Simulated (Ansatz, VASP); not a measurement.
One calculation of TiPdRh3, two programs

```
Ti Pd Rh
1.0
     4.67845    0.00000    0.00000
     0.00000    4.67845    0.00000
     0.00000    0.00000    4.67845
Ti Pd Rh
1 1 3
Direct
  0.00000 0.00000 0.00000
  0.50000 0.50000 0.50000
  0.00000 0.50000 0.50000
  0.50000 0.00000 0.50000
  0.50000 0.50000 0.00000
```

Change from the starting cell: species swapped into the ScRh3C type (Pm-3m, No. 221).

Alike in both runs: functional PBE; k mesh 8 × 8 × 8; occupations gaussian, width 0.1 eV; collinear spin.

Ansatz relaxed the structure, and its values are those at the end. VASP's run is a single point on that final structure, the one shown.

```csv
,VASP,Ansatz
version,VASP 6.6.1,Ansatz 0.2.0
potentials or method,"VASP PAW PBE potentials, release 64 (Ti_sv, Pd, Rh_pv), cutoff 500 eV","scalar-relativistic, plane waves, PAW"
valence electrons in the cell,67,81
```

Ansatz gave:

| Quantity | Value |
| --- | --- |
| gap on the k mesh at the Fermi level (eV) | none |
| pressure (GPa) | 0.0 |
| net moment per atom (μB) | 0.22 |
| size of the moment on the site where the two differ most (μB) | 1.11 |

Task: Which values does VASP return?

Result: gap on the k mesh at the Fermi level (eV): none; pressure (GPa): -1.2; net moment per atom (μB): 0.00; size of the moment on the site where the two differ most (μB): 0.00.

The net moments are unlike, so the other rows may belong to different states. Site moments also hang on the region over which each program counts them. A gap of «none» marks a metal or a gap that the smearing closes. VASP's potentials hold 67 valence electrons a cell and Ansatz's 81, so a difference there can come from the potentials and not from the codes. Ansatz's warnings: seeded moment not kept.
